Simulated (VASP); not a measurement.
Write the native input for VASP 6.6.1 that does the following.

- Task: single point
- Functional: PBE0
- Potentials or basis: VASP PAW PBE potentials, release 64 (Sb_d_GW)
- Cutoff: 400 eV
- k mesh: 4 × 4 × 4
- Occupations: fermi-dirac, width 0.05 eV
- Spin: no spin polarisation
- Dipole correction: no
- Grid for exact exchange (PRECFOCK): Normal
- Further INCAR settings: ALGO = Normal; EDIFF = 1e-06; NBANDS = 14
- Share of exact exchange: 0.25

Sb:

```
CELL_PARAMETERS angstrom
3.16000 0.00000 0.00000
0.00000 3.16000 0.00000
0.00000 0.00000 3.16000
ATOMIC_POSITIONS crystal
Sb 0.00000 0.00000 0.00000
```

This isn't the form of Sb at room conditions, which is rhombohedral.

One way to write it, as run:

POSCAR

```
Sb
1.0
    3.1600000000      0.0000000000      0.0000000000
    0.0000000000      3.1600000000      0.0000000000
    0.0000000000      0.0000000000      3.1600000000
Sb
1
Direct
    0.0000000000      0.0000000000      0.0000000000
```

INCAR.step1

```
SYSTEM = Sb
PREC     = Accurate       ! precision mode
ENCUT    = 400            ! plane-wave cutoff, eV
EDIFF    = 1E-5           ! SCF threshold, eV
ISMEAR   = -1             ! smearing method
SIGMA    = 0.05           ! smearing width, eV
LREAL    = .FALSE.        ! projectors in reciprocal space
LASPH    = .TRUE.         ! aspherical terms in the spheres
NELM     = 120            ! most SCF steps
ALGO     = Normal         ! electronic algorithm
ISIF     = 2              ! what is computed and relaxed
LWAVE    = .TRUE.         ! write WAVECAR
LCHARG   = .FALSE.        ! write CHGCAR
GGA      = PE             ! functional
NBANDS   = 14             ! bands
GGA_COMPAT= .FALSE.
```

INCAR.step2

```
SYSTEM = Sb
PREC     = Accurate       ! precision mode
ENCUT    = 400            ! plane-wave cutoff, eV
EDIFF    = 1E-6           ! SCF threshold, eV
ISMEAR   = -1             ! smearing method
SIGMA    = 0.05           ! smearing width, eV
LREAL    = .FALSE.        ! projectors in reciprocal space
LASPH    = .TRUE.         ! aspherical terms in the spheres
NELM     = 120            ! most SCF steps
ALGO     = Normal         ! electronic algorithm
ISIF     = 2              ! what is computed and relaxed
LWAVE    = .FALSE.        ! write WAVECAR
LCHARG   = .FALSE.        ! write CHGCAR
GGA      = PE             ! functional
LHFCALC  = .TRUE.         ! exact exchange
AEXX     = 0.25           ! exact-exchange fraction
PRECFOCK = Normal       
ISTART   = 1            
NBANDS   = 14             ! bands
GGA_COMPAT= .FALSE.
```

KPOINTS

```
regular mesh
0
G
  4 4 4
  0 0 0
```

Potentials or basis: VASP PAW PBE potentials, release 64 (Sb_d_GW).

Command:

```console
$ cat potpaw_PBE.64/Sb_d_GW/POTCAR > POTCAR
$ cp INCAR.step1 INCAR
$ mpirun -np 1 vasp_std > vasp.out
$ cp INCAR.step2 INCAR
$ mpirun -np 1 vasp_std > vasp.out
```

It gave:

```yaml
Pressure: -6.1 GPa
Band_gap_on_the_k_mesh: zero (an odd number of electrons rules out a gap without spin polarisation)
```

Caveat: the k points lie up to 0.50 Å⁻¹ apart, too coarse for converged energies and pressures of a metal; the PAW data sets were made with another functional, which shifts forces and pressure a little; spin-orbit coupling is left out, which moves the levels of the heavy elements.

Wall time 2 min on 1 thread of AMD EPYC 7R13 Processor (Zen 3) (shared host), peak memory 0.11 GiB.
